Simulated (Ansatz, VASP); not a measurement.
## One calculation of ZnSe, two programs

```xyz
2
Lattice="0.0000 2.8324 2.8095 2.8324 0.0000 2.8095 2.8324 2.8324 0.0000" Properties=species:S:1:pos:R:3 pbc="T T T"
Zn    0.0000    0.0000    0.0000
Se    1.4162    1.4162    1.4047
```

Change from the starting cell: uniaxial_z strain -0.8%.

Alike in both runs: task single point; functional r2SCAN; k mesh 8 × 8 × 8; no spin polarisation.

|  | VASP | Ansatz |
| --- | --- | --- |
| version | VASP 6.6.1 | Ansatz 0.2.0 |
| potentials or method | VASP PAW PBE potentials, release 64 (Zn, Se) | plane waves, PAW |
| plane-wave cutoff (eV) | 550 | 500 |
| occupations | gaussian, width 0.01 eV | fixed |
| valence electrons in the cell | 18 | 28 |

|  | VASP | Ansatz | Ansatz less VASP |
| --- | --- | --- | --- |
| gap on the k mesh at the Fermi level (eV) | 1.89 | 1.88 | -0.005 |
| pressure (GPa) | 0.7 | 0.6 | -0.10 |
| traceless stress, the component that is largest in VASP (GPa) | 0.21 | 0.20 | -0.009 |

VASP's potentials were made for PBE, not for r2SCAN. VASP's potentials hold 18 valence electrons a cell and Ansatz's 28, so a difference there can come from the potentials and not from the codes.
